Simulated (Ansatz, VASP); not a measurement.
# Sn: VASP beside Ansatz

Contents of INCAR:

```
SYSTEM = Sn
  PREC = Accurate
  ENCUT = 520
  EDIFF = 1E-6
  ISMEAR = -1
  SIGMA = 0.02
  LREAL = .FALSE.
  LASPH = .TRUE.
  NELM = 80
  ALGO = Normal
  ISIF = 2
  LWAVE = .FALSE.
  LCHARG = .TRUE.
  LDIPOL = .TRUE.
  IDIPOL = 3
  DIPOL = 0.5 0.5 0.500
  GGA = PE
  LELF = .TRUE.
  LVHAR = .TRUE.
  LVACPOTAV = .TRUE.
  NBANDS = 51
```

KPOINTS

```
regular mesh
0
G
  7 5 1
  0 0 0
```

File POSCAR:

```
Sn
1.0
    4.7064645878      0.0000000000      0.0000000000
    0.0000000000      6.6559460509      0.0000000000
    0.0000000000      0.0000000000     20.7065000000
Sn
6
Direct
    0.7500000000      0.1250000000      0.3863529668
    0.2500000000      0.8750000000      0.3863529668
    0.2500000000      0.6250000000      0.5000000000
    0.7500000000      0.3750000000      0.5000000000
    0.7500000000      0.1250000000      0.6136470332
    0.2500000000      0.8750000000      0.6136470332
```

Input for Ansatz:

```yaml
crystal:
  lattice:
    - [4.7064645878, 0.0, 0.0]
    - [0.0, 6.6559460509, 0.0]
    - [0.0, 0.0, 20.7065]
  atoms:
    - { symbol: Sn, position: [0.75, 0.125, 0.3863529668] }
    - { symbol: Sn, position: [0.25, 0.875, 0.3863529668] }
    - { symbol: Sn, position: [0.25, 0.625, 0.5] }
    - { symbol: Sn, position: [0.75, 0.375, 0.5] }
    - { symbol: Sn, position: [0.75, 0.125, 0.6136470332] }
    - { symbol: Sn, position: [0.25, 0.875, 0.6136470332] }
kpoints:
  mp_grid: { grid: [7, 5, 1] }
scf:
  occupations: { method: fermi_dirac, width: 0.02 }
hamiltonian:
  xc: pbe
  pseudopotentials: { kind: all_electron, lapw: { basis_error: 0.001 } }
output:
  forces: true
  stress: true
  eigenvalues: true
  populations: true
  dos: { projected: true, de: 0.2, e_range: [-14, 8] }
efield:
  axis: 3
  amplitude: 0
  dipole_correction: true
```

Alike in both runs: task single point; functional PBE; k mesh 7 × 5 × 1; occupations fermi-dirac, width 0.02 eV; no spin polarisation.

|  | VASP | Ansatz |
| --- | --- | --- |
| version | VASP 6.6.1 | Ansatz 0.2.0 |
| potentials or method | VASP PAW PBE potentials, release 64 (Sn_d), cutoff 520 eV | all-electron LAPW, scalar-relativistic |

```csv
,VASP,Ansatz,Ansatz less VASP
rms of the force components (eV/Å),0.118,0.119,+0.0007
```

Atom by atom the forces differ by 0.001 eV/Å (rms over components). Ansatz ran all-electron here, and VASP with PAW potentials.
